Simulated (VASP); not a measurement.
**P: single point with LDA**

The system is P.

```
P
1.0
     0.00000    2.55900    2.55900
     2.55900    0.00000    2.55900
     2.55900    2.55900    0.00000
P
2
Direct
  0.12500 0.12500 0.12500
  0.87500 0.87500 0.87500
```

This isn't the form of P at room conditions, which is orthorhombic.

```
Program                : VASP 6.6.1
Task                   : single point
Functional             : LDA
Potentials or basis    : VASP PAW LDA potentials, release 64 (P)
Cutoff                 : 520 eV
k mesh                 : 12 × 12 × 12
Occupations            : fermi-dirac, width 0.1 eV
Spin                   : no spin polarisation
Dipole correction      : no
Further INCAR settings : ALGO = Normal; EDIFF = 1e-06; NBANDS = 12
```

The pressure is 8.6 GPa and the band gap on the k mesh is zero (bands 5 and 6 overlap by 3.89 eV).

Levels at points of the mesh, in eV from the Fermi level:
```
           k point  band 3  band 4  band 5  band 6  band 7  band 8
(0.00, 0.00, 0.00)   -3.68   -3.68   -1.68   -0.29   -0.29   -0.29
(0.50, 0.00, 0.00)   -4.91   -4.91   -2.15    0.94    0.94    6.18
(0.50, 0.50, 0.00)   -6.49   -6.49   -1.88   -1.88    7.00    7.00
```

It took 11 s on 1 thread of Intel(R) Xeon(R) 6975P-C (Granite Rapids), on a shared host, peak memory 0.14 GiB.

Caveat: the cell stands under pressure.
